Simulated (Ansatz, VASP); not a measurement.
**W2Br3: VASP beside Ansatz**

```
W Br
1.0
     5.11142   -3.66034    0.00000
     5.11142    3.66034    0.00000
    -0.51769    0.00000    3.42636
W Br
2 3
Direct
  0.87793 0.94850 0.20086
  0.05150 0.12207 0.79914
  0.27308 0.72692 0.50000
  0.83958 0.54257 0.85430
  0.45743 0.16042 0.14570
```

Change from the starting cell: the structure that the rattled cell fell into.

Alike in both runs: task relaxation of cell and atoms; functional PBE; k mesh 4 × 4 × 6; occupations gaussian, width 0.1 eV; no spin polarisation.

|  | VASP | Ansatz |
| --- | --- | --- |
| version | VASP 6.6.1 | Ansatz 0.2.0 |
| potentials or method | VASP PAW PBE potentials, release 64 (W_sv, Br), cutoff 600 eV | scalar-relativistic, plane waves, PAW |
| valence electrons in the cell | 49 | 49 |

Ansatz gave:

| Item | Value |
| --- | --- |
| gap on the k mesh at the Fermi level, each at its own relaxed structure (eV) | none |
| relaxed volume (Å³/atom) | 25.77 |
| relaxed cell length with the largest relative difference (Å) | 3.483 |

Q: Estimate VASP's values.

A: gap on the k mesh at the Fermi level, each at its own relaxed structure (eV): none; relaxed volume (Å³/atom): 25.74; relaxed cell length with the largest relative difference (Å): 3.477.

A gap of «none» marks a metal or a gap that the smearing closes.

Neither program's run includes spin-orbit coupling.
